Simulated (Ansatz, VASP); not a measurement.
CaS in VASP and in Ansatz

INCAR

```
PREC = Accurate
ENCUT = 500
EDIFF = 1E-6
ISMEAR = 0
SIGMA = 0.05
LREAL = False
LASPH = True
NELM = 120
ALGO = Normal
ISIF = 2
LWAVE = False
LCHARG = False
GGA = B5
ALDAX = 1.0
AGGAX = 1.0
AGGAC = 1.0
ALDAC = 0.0
NBANDS = 15
GGA_COMPAT = False
```

Contents of KPOINTS:

```
Automatic mesh
0
Gamma
  8 8 8
```

POSCAR

```
CaS
1.0
    0.0000000000      2.8924770428      2.8924770428
    2.8924770428      0.0000000000      2.8924770428
    2.8924770428      2.8924770428      0.0000000000
Ca S
1 1
Direct
    0.5000000000      0.5000000000      0.5000000000
    0.0000000000      0.0000000000      0.0000000000
```

Input for Ansatz:

```yaml
crystal:
  lattice:
    - [0.0, 2.8924770428, 2.8924770428]
    - [2.8924770428, 0.0, 2.8924770428]
    - [2.8924770428, 2.8924770428, 0.0]
  atoms:
    - { symbol: Ca, position: [0.5, 0.5, 0.5] }
    - { symbol: S, position: [0.0, 0.0, 0.0] }
basis:
  ecutwfc: 420
  ecutrho_ratio: 4
kpoints:
  mp_grid: { grid: [8, 8, 8] }
hamiltonian:
  xc: blyp
scf:
  occupations: { method: gaussian, width: 0.05 }
output:
  forces: true
  stress: true
  eigenvalues: true
```

Alike in both runs: task single point; functional BLYP; k mesh 8 × 8 × 8; occupations gaussian, width 0.05 eV; no spin polarisation.

|  | VASP | Ansatz |
| --- | --- | --- |
| version | VASP 6.6.1 | Ansatz 0.2.0 |
| potentials or method | VASP PAW PBE potentials, release 64 (Ca_sv, S), cutoff 500 eV | scalar-relativistic, plane waves, PAW |
| valence electrons in the cell | 16 | 16 |

```csv
,VASP,Ansatz,Ansatz less VASP
gap on the k mesh at the Fermi level (eV),2.54,2.54,+0.007
least direct gap on the mesh (eV),3.29,3.30,+0.007
pressure (GPa),0.1,0.0,-0.12
```

VASP's potentials were made for PBE, not for BLYP. With one functional, cell and mesh, what is left measures potentials, basis and numerics.
